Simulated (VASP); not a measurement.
Runs of VASP 6.6.1 on BAs. The structure is that of space group I-4m2 (No. 119), or close to it. The cells are those of the table. 

```csv
level,spin,cell,k mesh,smearing,grid for exact exchange (PRECFOCK),share of exact exchange,screening parameter,gap on the mesh (eV),pressure (GPa),moment (μB)
r2SCAN,"non-collinear, zero start, SOC","a = 3.420, b = 3.420, c = 3.518 Å, angles 59.1, 59.1, 61.9°, 2 atoms",10 × 10 × 10,fermi-dirac 0.02 eV,-,-,-,-,-7.3,0.00
r2SCAN,"non-collinear, zero start, SOC","a = 3.411, b = 3.411, c = 3.484 Å, angles 59.3, 59.3, 61.4°, 2 atoms",10 × 10 × 10,fermi-dirac 0.02 eV,-,-,-,-,-5.6,0.00
HSE06,off,"a = 3.411, b = 3.411, c = 3.484 Å, angles 59.3, 59.3, 61.4°, 2 atoms",6 × 6 × 6,gaussian 0.01 eV,Normal,0.25,0.2079 1/Å,1.34,(b),-
HSE06,off,"a = 3.420, b = 3.420, c = 3.518 Å, angles 59.1, 59.1, 61.9°, 2 atoms",6 × 6 × 6,gaussian 0.01 eV,Normal,0.25,0.2079 1/Å,1.15,(a),-
```

Alike in all rows: task single point; potentials or basis VASP PAW PBE potentials, release 64 (B, As); cutoff (eV) 520.

Estimate the missing entries.

(a) -8.7; (b) -7.1.

Caveats: the cell stands under tension; the PAW data sets were made with another functional, which shifts forces and pressure a little.

A k mesh can miss the band edges, and rows without SOC leave out spin-orbit coupling on As.
